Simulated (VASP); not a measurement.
# Bi (R-3m) in VASP: relaxation of cell and atoms with PBEsol

Aim: the relaxation of cell and atoms of Bi with PBEsol.

Everything below comes from runs of VASP 6.6.1. Logs are shortened: lines on timing, memory, paths and dates and some standing lists are left out, and cuts for length are marked.

**1. The cell of the first run**

It takes space group R-3m (No. 166, trigonal). Conventional cell: a = 4.520 Å, b = 4.520 Å, c = 11.779 Å, α = 90.00°, β = 90.00°, γ = 120.00°. Within 4.0 Å of Bi (site symmetry 3m) lie 6 Bi at 3.06 to 3.49 Å.

**2. Relaxation of cell and atoms, PBEsol**

INCAR reads:

```
SYSTEM = Bi
PREC     = Accurate       ! precision mode
ENCUT    = 600            ! plane-wave cutoff, eV
EDIFF    = 1E-7           ! SCF threshold, eV
ISMEAR   = 0              ! smearing method
SIGMA    = 0.1            ! smearing width, eV
LREAL    = .FALSE.        ! projectors in reciprocal space
LASPH    = .TRUE.         ! aspherical terms in the spheres
NELM     = 80             ! most SCF steps
ALGO     = Fast           ! electronic algorithm
ISIF     = 3              ! what is computed and relaxed
LWAVE    = .FALSE.        ! write WAVECAR
LCHARG   = .FALSE.        ! write CHGCAR
GGA      = PS             ! functional
IBRION   = 2              ! ionic algorithm
NSW      = 100            ! ionic steps
EDIFFG   = -0.01          ! ionic threshold
```

KPOINTS reads:

```
regular mesh
0
G
  15 15 15
  0 0 0
```

POSCAR reads:

```
Bi
1.0
    2.2598384618      1.3047183443      3.9264830633
   -2.2598384618      1.3047183443      3.9264830633
    0.0000000000     -2.6094366885      3.9264830633
Bi
2
Direct
    0.2348691721      0.2348691721      0.2348691721
    0.7651308279      0.7651308279      0.7651308279
```

Potentials or basis: VASP PAW PBE potentials, release 64 (Bi_d).

Started as:

```console
cat potpaw_PBE.64/Bi_d/POTCAR > POTCAR
mpirun -np 1 vasp_std > vasp.out
```

OUTCAR:

```text
SYSTEM = Bi
   PREC = Accurate
   ENCUT = 600
   EDIFF = 1E-7
   ISMEAR = 0
   LREAL = .FALSE.
   LASPH = .TRUE.
   NELM = 80
   ISIF = 3
   GGA = PS
   IBRION = 2
   NSW = 100
   EDIFFG = -0.01

 ion  position               nearest neighbor table
   1  0.235  0.235  0.235-   2 3.06   2 3.06   2 3.06   2 3.49   2 3.49   2 3.49
   2  0.765  0.765  0.765-   1 3.06   1 3.06   1 3.06   1 3.49   1 3.49   1 3.49

  LATTYP: Found a trigonal (rhomboedric) cell.
 ALAT       =     4.7144913912
 COS(alpha) =     0.5404687046

  Lattice vectors:

 A1 = (   2.2598384618,   1.3047183443,   3.9264830633)
 A2 = (  -2.2598384618,   1.3047183443,   3.9264830633)
 A3 = (   0.0000000000,  -2.6094366885,   3.9264830633)

Analysis of symmetry for initial positions (statically):
=====================================================================
 Subroutine PRICEL returns:
 Original cell was already a primitive cell.

 Routine SETGRP: Setting up the symmetry group for a
 trigonal (rhombohedral) supercell.

 Subroutine GETGRP returns: Found 12 space group operations
 (whereof 12 operations were pure point group operations)
 out of a pool of 12 trial point group operations.

The static configuration has the point symmetry D_3d.

Analysis of symmetry for dynamics (positions and initial velocities):
=====================================================================
 Subroutine PRICEL returns:
 Original cell was already a primitive cell.

 Routine SETGRP: Setting up the symmetry group for a
 trigonal (rhombohedral) supercell.

 Subroutine GETGRP returns: Found 12 space group operations
 (whereof 12 operations were pure point group operations)
 out of a pool of 12 trial point group operations.

The dynamic configuration has the point symmetry D_3d.

 Subroutine INISYM returns: Found 12 space group operations
 (whereof 12 operations are pure point group operations),
 and found     1 'primitive' translations

----------------------------------------------------------------------------------------

                                     Primitive cell

  volume of cell :      69.4623

  direct lattice vectors                    reciprocal lattice vectors
     2.259838462  1.304718344  3.926483063     0.221254753  0.127741491  0.084893613
    -2.259838462  1.304718344  3.926483063    -0.221254753  0.127741491  0.084893613
     0.000000000 -2.609436689  3.926483063     0.000000000 -0.255482982  0.084893613

  length of vectors
     4.714491391  4.714491391  4.714491391     0.269218275  0.269218275  0.269218275

  position of ions in fractional coordinates (direct lattice)
     0.234869172  0.234869172  0.234869172
     0.765130828  0.765130828  0.765130828

  ion indices of the primitive-cell ions
   primitive index   ion index
                 1           1
                 2           2

----------------------------------------------------------------------------------------

 KPOINTS: regular mesh

Automatic generation of k-mesh.
 Grid dimensions read from file:
 generate k-points for:   15   15   15

 Generating k-lattice:

  Cartesian coordinates                     Fractional coordinates (reciprocal lattice)
     0.014750317  0.008516099  0.005659574     0.066666667  0.000000000  0.000000000
    -0.014750317  0.008516099  0.005659574     0.000000000  0.066666667  0.000000000
     0.000000000 -0.017032199  0.005659574     0.000000000  0.000000000  0.066666667

  Length of vectors
     0.017947885  0.017947885  0.017947885

  Shift w.r.t. Gamma in fractional coordinates (k-lattice)
     0.000000000  0.000000000  0.000000000

 Subroutine IBZKPT returns following result:
 ===========================================

 Found    344 irreducible k-points:

 Following reciprocal coordinates:
            Coordinates               Weight
  0.000000  0.000000  0.000000      1.000000
  0.066667 -0.000000  0.000000      6.000000
  0.133333 -0.000000  0.000000      6.000000
  0.200000 -0.000000  0.000000      6.000000
  0.266667 -0.000000  0.000000      6.000000
  0.333333 -0.000000  0.000000      6.000000
[... 16 lines left out ...]
  0.133333  0.133333 -0.000000      6.000000
  0.200000  0.133333  0.000000     12.000000
 [... further k-points ...]
   k-points           NKPTS =    344   k-points in BZ     NKDIM =    344   number of bands    NBANDS=     19
   number of dos      NEDOS =    301   number of ions     NIONS =      2
   total plane-waves  NPLWV =  64000
   dimension x,y,z NGX =    40 NGY =   40 NGZ =   40
   dimension x,y,z NGXF=    80 NGYF=   80 NGZF=   80
   ions per type =               2
   NGX,Y,Z   is equivalent  to a cutoff of  14.11, 14.11, 14.11 a.u.
   NGXF,Y,Z  is equivalent  to a cutoff of  28.21, 28.21, 28.21 a.u.
 SYSTEM =  Bi
   PREC   = accura    normal or accurate (medium, high low for compatibility)
   ISTART =      0    job   : 0-new  1-cont  2-samecut
   ICHARG =      2    charge: 1-file 2-atom 10-const
   ISPIN  =      1    spin polarized calculation?
   LNONCOLLINEAR =      F non collinear calculations
   LSORBIT =      F    spin-orbit coupling
   LASPH  =      T    aspherical Exc in radial PAW
   ENCUT  =  600.0 eV  44.10 Ry    6.64 a.u.   9.42  9.42  9.42*2*pi/ulx,y,z
   NELM   =     80;   NELMIN=  2; NELMDL= -5     # of ELM steps
   EDIFF  = 0.1E-06   stopping-criterion for ELM
   LREAL  =      F    real-space projection
   EDIFFG = -.1E-01   stopping-criterion for IOM
   NSW    =    100    number of steps for IOM
   IBRION =      2    ionic relax: 0-MD 1-quasi-New 2-CG
   NFREE  =      1    steps in history (QN), initial steepest desc. (CG)
   ISIF   =      3    stress and relaxation
   ISYM   =      2    0-nonsym 1-usesym 2-fastsym
   POTIM  = 0.5000    time-step for ionic-motion
   TEBEG  =    0.0;   TEEND  =   0.0 temperature during run
   PSTRESS=    0.0 pullay stress
   NELECT =      30.0000    total number of electrons
   NUPDOWN=      -1.0000    fix difference up-down
   EMIN   =  10.00;   EMAX   =-10.00  energy-range for DOS
   EFERMI =   0.00;   METHOD = LEGACY
   ISMEAR =     0;   SIGMA  =   0.10  broadening in eV -4-tet -1-fermi 0-gaus
   EFERMI_NEDOS =   21; number of points for ismear=-14 and -15
   IALGO  =     68    algorithm
   IMIX   =      4    mixing-type and parameters
     AMIX     =   0.40;   BMIX     =  1.00
     AMIX_MAG =   1.60;   BMIX_MAG =  1.00
  volume/ion in A,a.u.               =      34.73       234.38
  Fermi-wavevector in a.u.,A,eV,Ry     =   1.237463  2.338466 20.834799  1.531315
  Thomas-Fermi vector in A             =   2.372029
   LORBIT       =      0    0 simple, 1 ext, 2 COOP (PROOUT), +10 PAW based schemes
   GGA     = PS    functional components
   LHFCALC =     F    Hartree Fock is set to
   AEXX    =    0.0000 exact exchange contribution
   IVDW    =     0    specifies the selected vdW correction
   LEPSILON=     F    determine dielectric tensor
   LRPA    =     F    only Hartree local field effects (RPA)
 conjugate gradient relaxation of ions
 non-spin polarized calculation
 RMM-DIIS sequential band-by-band and
 Gauss-broadening in eV      SIGMA  =   0.10
  energy-cutoff  :      600.00
  volume of cell :       69.46
 maximum number of plane-waves:      2349
 NGX is ok and might be reduce to    40
   NGX = 19   NGY = 19   NGZ = 19

--------------------------------------- Ionic step        1  -------------------------------------------

 number of electron      30.0000002 magnetization

 Free energy of the ion-electron system (eV)
  ---------------------------------------------------
  ext. energy  EPLUGINS =         0.00000000
  ---------------------------------------------------
  free energy    TOTEN  =        -8.60088615 eV

  energy without entropy =       -8.59989514  energy(sigma->0) =       -8.60039065

------------------------ aborting loop because EDIFF is reached ----------------------------------------

  FORCE on cell =-STRESS in cart. coord.  units (eV):
  Direction    XX          YY          ZZ          XY          YZ          ZX
  --------------------------------------------------------------------------------------
  -------------------------------------------------------------------------------------
  Total        0.0240678      0.0240678     -0.0057362      0.0000000     -0.0000000      0.0000000
  in kB        0.5551349      0.5551349     -0.1323090      0.0000000     -0.0000000      0.0000000
  external PRESSURE =       0.3259869 kB  Pullay stress =       0.0000000 kB
[... 89 lines left out ...]
  FREE ENERGIE OF THE ION-ELECTRON SYSTEM (eV)
  ---------------------------------------------------
  free  energy   TOTEN  =        -8.6025250283 eV

  energy  without entropy=       -8.6015268136  energy(sigma->0) =       -8.60202592

[... ionic steps 4 to 8 ...]

--------------------------------------- Ionic step        9  -------------------------------------------

 number of electron      30.0000003 magnetization

------------------------ aborting loop because EDIFF is reached ----------------------------------------

  FORCE on cell =-STRESS in cart. coord.  units (eV):
  Direction    XX          YY          ZZ          XY          YZ          ZX
  --------------------------------------------------------------------------------------
  -------------------------------------------------------------------------------------
  Total       -0.0425760     -0.0425760     -0.0053379      0.0000000     -0.0000000      0.0000000
  in kB       -0.9922756     -0.9922756     -0.1244060      0.0000000     -0.0000000      0.0000000
  external PRESSURE =      -0.7029858 kB  Pullay stress =       0.0000000 kB
[... 57 lines left out ...]
  energy  without entropy=       -8.6029111297  energy(sigma->0) =       -8.60336978

--------------------------------------- Ionic step       11  -------------------------------------------

 number of electron      30.0000002 magnetization

 Free energy of the ion-electron system (eV)
  ---------------------------------------------------
  ext. energy  EPLUGINS =         0.00000000
  ---------------------------------------------------
  free energy    TOTEN  =        -8.60384382 eV

  energy without entropy =       -8.60293162  energy(sigma->0) =       -8.60338772

 E-fermi :   6.4266     XC(G=0):  -9.8181

 val. band max:        6.3949849526   @ k =   0.2667   0.2000   0.1333
 cond. band min:       6.4408504507   @ k =   0.4000   0.0667   0.0667
 fundamental gap:      0.0458654981
 Fermi energy:         6.4265662231

 k-point     1 :       0.0000    0.0000    0.0000
  band No.  band energies     occupation
      1     -16.4514      2.00000
      2     -16.4514      2.00000
      3     -16.2935      2.00000
      4     -16.2935      2.00000
      5     -16.2835      2.00000
      6     -16.1009      2.00000
[... 11 lines left out ...]
     18       9.4789      0.00000
     19      11.9157      0.00000
[... 489 lines left out ...]
      3     -16.2919      2.00000
      4     -16.2685      2.00000
      5     -16.2587      2.00000
      6     -16.1232      2.00000
[... 11 lines left out ...]
     18       9.6820      0.00000
     19      10.9163      0.00000

 [... further k-points ...]
[... 5 lines left out ...]
  --------------------------------------------------------------------------------------
  -------------------------------------------------------------------------------------
  Total        0.0040528      0.0040528     -0.0063093      0.0000000     -0.0000000      0.0000000
  in kB        0.0944551      0.0944551     -0.1470463      0.0000000     -0.0000000      0.0000000
  external PRESSURE =       0.0139547 kB  Pullay stress =       0.0000000 kB
[... 17 lines left out ...]
  FREE ENERGIE OF THE ION-ELECTRON SYSTEM (eV)
  ---------------------------------------------------
  free  energy   TOTEN  =        -8.6038438188 eV

  energy  without entropy=       -8.6029316151  energy(sigma->0) =       -8.60338772

 reached required accuracy - stopping structural energy minimisation
```

Wall time 63 min (1 thread of AMD EPYC 9R14 (Zen 4), shared host); peak memory 0.57 GiB.

What came out:

| Quantity | Value |
| --- | --- |
| Free energy | -8.6038 eV |
| Relaxed volume | 34.37 Å³/atom |
| Relaxed cell | a = 4.677 Å, b = 4.677 Å, c = 4.677 Å, α = 57.84°, β = 57.84°, γ = 57.84° |
| Space group after relaxing (to 0.1 Å) | R-3m (No. 166) |
| Energy gained by relaxing | 1.5 meV/atom |
| Ionic steps | 11 |
| Pressure after relaxing | 0.0 GPa |
| Largest force after relaxing | 0.003 eV/Å |
| Band gap on the k mesh | zero (bands 15 and 16 overlap by 0.12 eV) |

Forces on the atoms (eV/Å):
```
Bi   0.000  0.000 -0.003
Bi   0.000  0.000  0.003
```

Step by step:
| step | energy change (eV) | largest force (eV/Å) | pressure (GPa) | volume (Å³) |
| --- | --- | --- | --- | --- |
| 1 | 0.0000 | 0.1225 | 0.03 | 69.46 |
| 2 | -0.0011 | 0.0706 | -0.14 | 69.53 |
| 3 | -0.0016 | 0.0141 | -0.34 | 69.62 |
| 4 | -0.0023 | 0.0091 | -0.17 | 69.27 |
| 5 | -0.0026 | 0.0047 | 0.01 | 68.92 |
| 6 | -0.0027 | 0.0040 | 0.06 | 68.84 |
| 7 | -0.0028 | 0.0005 | 0.03 | 68.83 |
| 8 | -0.0029 | 0.0087 | 0.00 | 68.80 |
| 9 | -0.0028 | 0.0238 | -0.07 | 68.75 |
| 10 | -0.0029 | 0.0111 | -0.02 | 68.79 |
| 11 | -0.0030 | 0.0033 | 0.00 | 68.74 |

Final structure:
```
Bi
1.0
     2.26167    1.30577    3.87965
    -2.26167    1.30577    3.87965
     0.00000   -2.61155    3.87965
Bi
2
Cartesian
  0.0000 0.0000 2.7585
  0.0000 0.0000 8.8804
```

Caveat: the PAW data sets were made with another functional, which shifts forces and pressure a little; spin-orbit coupling is left out, which moves the levels of the heavy elements.

The gap in the log of VASP goes by the Fermi energy; the results here count the filled bands.